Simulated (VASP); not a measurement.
Input of a VASP 6.6.1 run:

File INCAR:

```
SYSTEM = MnO2
PREC     = Accurate       ! precision mode
ENCUT    = 600            ! plane-wave cutoff, eV
EDIFF    = 1E-6           ! SCF threshold, eV
ISMEAR   = 0              ! smearing method
SIGMA    = 0.05           ! smearing width, eV
LREAL    = .False.        ! projectors in reciprocal space
LASPH    = .True.         ! aspherical terms in the spheres
NELM     = 200            ! most SCF steps
ALGO     = Normal         ! electronic algorithm
ISIF     = 2              ! what is computed and relaxed
LWAVE    = .False.        ! write WAVECAR
LCHARG   = .True.         ! write CHGCAR
ISPIN    = 2              ! spin polarisation
MAGMOM   = 4.5 4.5 0 0 0 0 ! initial moments
LORBIT   = 11             ! projections on sites
LMAXMIX  = 4              ! l up to which the mixer works
LDAU     = .True.         ! DFT+U
LDAUTYPE = 2            
LDAUL    = 2 -1           ! shell
LDAUU    = 3.9 0          ! U, eV
LDAUJ    = 0 0          
LDAUPRINT= 1            
GGA      = PE             ! functional
LELF     = .True.         ! ELF
LVHAR    = .True.       
NBANDS   = 40             ! bands
GGA_COMPAT= .False.
```

File KPOINTS:

```
Automatic mesh
0
Gamma
  5 5 7
  0 0 0
```

POSCAR

```
MnO2
1.0
    4.3970000000      0.0000000000      0.0000000000
    0.0000000000      4.3970000000      0.0000000000
    0.0000000000      0.0000000000      2.8690000000
Mn O
2 4
Direct
    0.0000000000      0.0000000000      0.0000000000
    0.5000000000      0.5000000000      0.5000000000
    0.3050000000      0.3050000000      0.0000000000
    0.1950000000      0.8050000000      0.5000000000
    0.6950000000      0.6950000000      0.0000000000
    0.8050000000      0.1950000000      0.5000000000
```

Potentials or basis: VASP PAW PBE potentials, release 64 (Mn_sv, O).

Launch:

```bash
$ cat potpaw_PBE.64/Mn_sv/POTCAR potpaw_PBE.64/O/POTCAR > POTCAR
$ mpirun -np 1 vasp_std > vasp.out
```

Estimate the pressure.

8.5 GPa.

Predict the site moments.

Mn +2.90; O -0.01 μB.

Eigenvalues of the final occupation matrices:
| site | spin | trace | eigenvalues |
| --- | --- | --- | --- |
| site 1 d | 1 | 3.63 | 0.42 0.43 0.92 0.93 0.94 |
| site 1 d | 2 | 0.76 | 0.06 0.09 0.10 0.24 0.27 |
| site 2 d | 1 | 3.63 | 0.42 0.43 0.92 0.93 0.94 |
| site 2 d | 2 | 0.76 | 0.06 0.09 0.10 0.24 0.27 |

Caveat: the cell stands under pressure; only a ferromagnetic start was run, and an antiferromagnetic order may lie lower in energy. The state reached can hang on the start; a lower one may exist.
